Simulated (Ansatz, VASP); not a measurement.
# Two plane-wave programs on Si

The input INCAR:

```
PREC = Accurate ; ENCUT = 520
EDIFF = 1E-6 ; ISMEAR = 0
SIGMA = 0.02 ; LREAL = False
LASPH = True ; NELM = 100
ALGO = Normal ; ISIF = 2
LWAVE = False ; LCHARG = True
LELF = True ; LVHAR = True
NBANDS = 11
```

The input KPOINTS:

```
Automatic mesh
0
Gamma
  12 12 12
```

The input POSCAR:

```
Si
1.0
    0.0000000000      2.7168139082      2.7168139082
    2.7168139082      0.0000000000      2.7168139082
    2.7168139082      2.7168139082      0.0000000000
Si
2
Direct
    0.7500000000      0.7500000000      0.7500000000
    0.5000000000      0.5000000000      0.5000000000
```

Input for Ansatz:

```yaml
crystal:
  lattice:
    - [0.0, 2.7168139082, 2.7168139082]
    - [2.7168139082, 0.0, 2.7168139082]
    - [2.7168139082, 2.7168139082, 0.0]
  atoms:
    - { symbol: Si, position: [0.75, 0.75, 0.75] }
    - { symbol: Si, position: [0.5, 0.5, 0.5] }
basis:
  ecutwfc: 420
kpoints:
  mp_grid: { grid: [12, 12, 12] }
  band_path:
    path:
      - [0.0, 0.0, 0.0]
      - [0.5, 0.0, 0.5]
      - [0.625, 0.25, 0.625]
      - [0.375, 0.375, 0.75]
      - [0.5, 0.5, 0.5]
      - [0.5, 0.25, 0.75]
      - [0.0, 0.421875, 0.421875]
    npoints: 1
hamiltonian:
  xc: lda
scf:
  occupations: { method: gaussian, width: 0.02 }
  n_extra_bands: 4
output:
  forces: true
  stress: true
  eigenvalues: true
```

Alike in both runs: task single point; functional LDA; k mesh 12 × 12 × 12; occupations gaussian, width 0.02 eV; no spin polarisation.

|  | VASP | Ansatz |
| --- | --- | --- |
| version | VASP 6.6.1 | Ansatz 0.2.0 |
| potentials or method | VASP PAW LDA potentials, release 64 (Si), cutoff 520 eV | scalar-relativistic, plane waves, PAW |
| valence electrons in the cell | 8 | 8 |

|  | VASP | Ansatz | Ansatz less VASP |
| --- | --- | --- | --- |
| gap on the k mesh at the Fermi level (eV) | 0.47 | 0.47 | +0.001 |
| least direct gap on the mesh (eV) | 2.52 | 2.53 | +0.002 |
| pressure (GPa) | -1.6 | -1.6 | -0.04 |

LDA's correlation is that of Perdew and Zunger in VASP and of Perdew and Wang (1992) in Ansatz.
